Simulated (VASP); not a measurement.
# AlAs (m.bgw) (F-43m) in VASP: single point with PBEsol

Aim: the single point of AlAs (m.bgw) with PBEsol.

All numbers are computed with VASP 6.6.1; they aren't measurements. Logs are shortened: lines on timing, memory, paths and dates and some standing lists are left out, and cuts for length are marked.

## Step 1: The cell of the first run

The structure is cubic, space group F-43m (No. 216). The conventional cell has a = 5.674 Å, b = 5.674 Å, c = 5.674 Å, α = 90.00°, β = 90.00°, γ = 90.00°. Al (site symmetry -43m) has 4 As at 2.46 Å within 3.2 Å. As (site symmetry -43m) has 4 Al at 2.46 Å within 3.2 Å.

## Step 2: Single point, PBEsol

The input, INCAR:

```
SYSTEM = AlAs
  ALGO = Normal
  EDIFF = 1E-6
  ENCUT = 500
  GGA = PS
  GGA_COMPAT = .FALSE.
  ISIF = 2
  ISMEAR = 0
  LASPH = .TRUE.
  LCHARG = .FALSE.
  LREAL = .FALSE.
  LWAVE = .FALSE.
  NBANDS = 11
  NELM = 120
  PREC = Accurate
  SIGMA = 0.01
```

The input, KPOINTS:

```
k-points
0
G
  4 4 4
  0 0 0
```

The input, POSCAR:

```
AlAs
1.0
    0.0000000000      2.8372289493      2.8372289493
    2.8372289493      0.0000000000      2.8372289493
    2.8372289493      2.8372289493      0.0000000000
Al As
1 1
Direct
    0.0000000000      0.0000000000      0.0000000000
    0.2500000000      0.2500000000      0.2500000000
```

Potentials or basis: VASP PAW PBE potentials, release 64 (Al, As).

Command:

```sh
$ cat potpaw_PBE.64/Al/POTCAR potpaw_PBE.64/As/POTCAR > POTCAR
$ mpirun -np 1 vasp_std > vasp.out
```

OUTCAR:

```text
SYSTEM = AlAs
   EDIFF = 1E-6
   ENCUT = 500
   GGA = PS
   ISIF = 2
   ISMEAR = 0
   LASPH = .TRUE.
   LREAL = .FALSE.
   NELM = 120
   PREC = Accurate

 ion  position               nearest neighbor table
   1  0.000  0.000  0.000-   2 2.46   2 2.46   2 2.46   2 2.46
   2  0.250  0.250  0.250-   1 2.46   1 2.46   1 2.46   1 2.46

  LATTYP: Found a face centered cubic cell.
 ALAT       =     5.6744578986

  Lattice vectors:

 A1 = (   0.0000000000,   2.8372289493,   2.8372289493)
 A2 = (   2.8372289493,   0.0000000000,   2.8372289493)
 A3 = (   2.8372289493,   2.8372289493,   0.0000000000)

Analysis of symmetry for initial positions (statically):
=====================================================================
 Subroutine PRICEL returns:
 Original cell was already a primitive cell.

 Routine SETGRP: Setting up the symmetry group for a
 face centered cubic supercell.

 Subroutine GETGRP returns: Found 24 space group operations
 (whereof 24 operations were pure point group operations)
 out of a pool of 48 trial point group operations.

The static configuration has the point symmetry T_d .

Analysis of symmetry for dynamics (positions and initial velocities):
=====================================================================
 Subroutine PRICEL returns:
 Original cell was already a primitive cell.

 Routine SETGRP: Setting up the symmetry group for a
 face centered cubic supercell.

 Subroutine GETGRP returns: Found 24 space group operations
 (whereof 24 operations were pure point group operations)
 out of a pool of 48 trial point group operations.

The dynamic configuration has the point symmetry T_d .

 Subroutine INISYM returns: Found 24 space group operations
 (whereof 24 operations are pure point group operations),
 and found     1 'primitive' translations

----------------------------------------------------------------------------------------

                                     Primitive cell

  volume of cell :      45.6786

  direct lattice vectors                    reciprocal lattice vectors
     0.000000000  2.837228949  2.837228949    -0.176228288  0.176228288  0.176228288
     2.837228949  0.000000000  2.837228949     0.176228288 -0.176228288  0.176228288
     2.837228949  2.837228949  0.000000000     0.176228288  0.176228288 -0.176228288

  length of vectors
     4.012447660  4.012447660  4.012447660     0.305236348  0.305236348  0.305236348

[... 70 lines left out ...]
   ISYM   =      2    0-nonsym 1-usesym 2-fastsym
   POTIM  = 0.5000    time-step for ionic-motion
   TEBEG  =    0.0;   TEEND  =   0.0 temperature during run
   PSTRESS=    0.0 pullay stress
   NELECT =       8.0000    total number of electrons
   NUPDOWN=      -1.0000    fix difference up-down
   EMIN   =  10.00;   EMAX   =-10.00  energy-range for DOS
   EFERMI =   0.00;   METHOD = LEGACY
   ISMEAR =     0;   SIGMA  =   0.01  broadening in eV -4-tet -1-fermi 0-gaus
   EFERMI_NEDOS =   21; number of points for ismear=-14 and -15
   IALGO  =     38    algorithm
   IMIX   =      4    mixing-type and parameters
     AMIX     =   0.40;   BMIX     =  1.00
     AMIX_MAG =   1.60;   BMIX_MAG =  1.00
  volume/ion in A,a.u.               =      22.84       154.13
  Fermi-wavevector in a.u.,A,eV,Ry     =   0.915940  1.730876 11.414559  0.838946
  Thomas-Fermi vector in A             =   2.040739
   LORBIT       =      0    0 simple, 1 ext, 2 COOP (PROOUT), +10 PAW based schemes
   GGA     = PS    functional components
   LHFCALC =     F    Hartree Fock is set to
   AEXX    =    0.0000 exact exchange contribution
   IVDW    =     0    specifies the selected vdW correction
   LEPSILON=     F    determine dielectric tensor
   LRPA    =     F    only Hartree local field effects (RPA)
 non-spin polarized calculation
 Gauss-broadening in eV      SIGMA  =   0.01
  energy-cutoff  :      500.00
  volume of cell :       45.68
 maximum number of plane-waves:      1211
 NGX is ok and might be reduce to    30
   NGX = 15   NGY = 15   NGZ = 15

 number of electron       8.0000000 magnetization

 Free energy of the ion-electron system (eV)
  ---------------------------------------------------
  ext. energy  EPLUGINS =         0.00000000
  ---------------------------------------------------
  free energy    TOTEN  =        -9.94420044 eV

  energy without entropy =       -9.94420044  energy(sigma->0) =       -9.94420044

 E-fermi :   3.8907     XC(G=0):  -9.1507

 val. band max:        3.7829205923   @ k =   0.0000   0.0000   0.0000
 cond. band min:       5.0829906564   @ k =   0.5000   0.5000   0.0000
 fundamental gap:      1.3000700641
 Fermi energy:         3.8906803438

 k-point     1 :       0.0000    0.0000    0.0000
  band No.  band energies     occupation
      1      -8.0652      2.00000
      2       3.7829      2.00000
      3       3.7829      2.00000
      4       3.7829      2.00000
      5       5.6951      0.00000
      6       8.0026      0.00000
      7       8.0026      0.00000
      8       8.0026      0.00000
      9      12.4289      0.00000
     10      12.7315      0.00000
     11      12.7315      0.00000
[... 85 lines left out ...]
 k-point     8 :      -0.2500    0.5000    0.2500
  band No.  band energies     occupation
      1      -6.0655      2.00000
      2      -1.3097      2.00000
      3       0.5801      2.00000
      4       0.9302      2.00000
      5       7.9921      0.00000
      6       9.3510      0.00000
      7       9.3740      0.00000
      8       9.7223      0.00000
      9      14.2622      0.00000
     10      16.0030      0.00000
     11      16.2343      0.00000

------------------------ aborting loop because EDIFF is reached ----------------------------------------

  FORCE on cell =-STRESS in cart. coord.  units (eV):
  Direction    XX          YY          ZZ          XY          YZ          ZX
  --------------------------------------------------------------------------------------
  -------------------------------------------------------------------------------------
  Total        0.1634715      0.1634715      0.1634715      0.0000000      0.0000000      0.0000000
  in kB        5.7337595      5.7337595      5.7337595      0.0000000      0.0000000      0.0000000
  external PRESSURE =       5.7337595 kB  Pullay stress =       0.0000000 kB

 VOLUME and BASIS-vectors are now :
 -----------------------------------------------------------------------------
  energy-cutoff  :      500.00
  volume of cell :       45.68
      direct lattice vectors                 reciprocal lattice vectors
     0.000000000  2.837228949  2.837228949    -0.176228288  0.176228288  0.176228288
     2.837228949  0.000000000  2.837228949     0.176228288 -0.176228288  0.176228288
     2.837228949  2.837228949  0.000000000     0.176228288  0.176228288 -0.176228288

 POSITION                                       TOTAL-FORCE (eV/Angst)
 -----------------------------------------------------------------------------------
      0.00000      0.00000      0.00000        -0.000000     -0.000000     -0.000000
      1.41861      1.41861      1.41861         0.000000      0.000000      0.000000
 -----------------------------------------------------------------------------------
    total drift:                                0.000000      0.000000      0.000000

  FREE ENERGIE OF THE ION-ELECTRON SYSTEM (eV)
  ---------------------------------------------------
  free  energy   TOTEN  =        -9.9442004362 eV

  energy  without entropy=       -9.9442004362  energy(sigma->0) =       -9.94420044
```

OSZICAR:

```text
N       E                     dE             d eps       ncg     rms          rms(c)
DAV:   1     0.121838797445E+02    0.12184E+02   -0.28803E+03   176   0.529E+02
DAV:   2    -0.932174867404E+01   -0.21506E+02   -0.20162E+02   235   0.857E+01
DAV:   3    -0.102317413748E+02   -0.90999E+00   -0.90811E+00   239   0.175E+01
DAV:   4    -0.102387993060E+02   -0.70579E-02   -0.70569E-02   203   0.179E+00
DAV:   5    -0.102389362716E+02   -0.13697E-03   -0.13696E-03   219   0.248E-01    0.332E+00
DAV:   6    -0.999748288528E+01    0.24145E+00   -0.37647E-01   194   0.222E+00    0.189E+00
DAV:   7    -0.994569396903E+01    0.51789E-01   -0.19321E-01   191   0.171E+00    0.678E-01
DAV:   8    -0.994410946482E+01    0.15845E-02   -0.12752E-02   191   0.531E-01    0.102E-01
DAV:   9    -0.994412862034E+01   -0.19156E-04   -0.54959E-04   200   0.125E-01    0.508E-02
DAV:  10    -0.994419379980E+01   -0.65179E-04   -0.67489E-05   205   0.440E-02    0.112E-02
DAV:  11    -0.994420050198E+01   -0.67022E-05   -0.10227E-05   188   0.162E-02    0.513E-03
DAV:  12    -0.994420043618E+01    0.65798E-07   -0.12265E-06   149   0.519E-03
   1 F= -.99442004E+01 E0= -.99442004E+01  d E =-.980086E-54
```

Wall time 3.8 s (1 thread of Intel Xeon 6975P-C (Granite Rapids), shared host); peak memory 0.15 GiB.

What came out:

* Free energy: -9.9442 eV
* Pressure: 0.6 GPa
* Band gap on the k mesh: 1.30 eV, indirect (least direct gap 1.91 eV)

Caveat: the k points lie up to 0.48 Å⁻¹ apart; the PAW data sets were made with another functional, which shifts forces and pressure a little.
